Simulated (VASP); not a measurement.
The system is MgSnSb2.

```
Mg Sb Sn
1.0
     4.66042    0.00000    0.00000
     0.00000    4.66042    0.00000
     0.00000    0.00000    6.58496
Mg Sb Sn
1 2 1
Direct
  0.00000 0.00000 0.00000
  0.00000 0.50000 0.24098
  0.50000 0.00000 0.75902
  0.50000 0.50000 0.50000
```

```yaml
Program: VASP 6.6.1
Task: relaxation of cell and atoms
Functional: LDA
Potentials_or_basis: VASP PAW LDA potentials, release 64 (Mg, Sb, Sn_d)
Cutoff: 600 eV
k_mesh: 6 × 6 × 4
Occupations: fermi-dirac, width 0.02 eV
Spin: no spin polarisation
```

At the start: pressure -2.6 GPa; volume 35.76 Å³/atom.

Problem. Where does the relaxation end?

Solution. Over 10 steps the energy falls by 21.4 meV/atom and the volume is 33.29 Å³/atom (-6.9 %); space group P-4m2 (No. 115, to 0.05 Å).

The path:
| step | energy change (eV) | largest force (eV/Å) | pressure (GPa) | volume (Å³) |
| --- | --- | --- | --- | --- |
| 1 | 0.0000 | 0.0996 | -2.62 | 143.02 |
| 2 | -0.0814 | 0.0705 | 0.67 | 131.26 |
| 3 | -0.0856 | 0.0358 | 0.01 | 133.23 |
| 4 | -0.0855 | 0.0326 | -0.08 | 133.42 |
| 5 | -0.0857 | 0.0157 | -0.05 | 133.39 |
| 6 | -0.0857 | 0.0058 | -0.05 | 133.37 |
| 7 | -0.0857 | 0.0143 | -0.04 | 133.32 |
| 8 | -0.0858 | 0.0051 | -0.06 | 133.34 |
| 9 | -0.0858 | 0.0014 | 0.04 | 133.07 |
| 10 | -0.0858 | 0.0010 | -0.01 | 133.17 |

Final structure:
```yaml
crystal:
  lattice:
    - [4.54769, 0.00000, 0.00000]
    - [0.00000, 4.54769, 0.00000]
    - [0.00000, 0.00000, 6.43928]
  atoms:
    - { symbol: Mg, position: [0.00000, 0.00000, 0.00000] }
    - { symbol: Sb, position: [0.00000, 0.50000, 0.24104] }
    - { symbol: Sb, position: [0.50000, 0.00000, 0.75896] }
    - { symbol: Sn, position: [0.50000, 0.50000, 0.50000] }
```
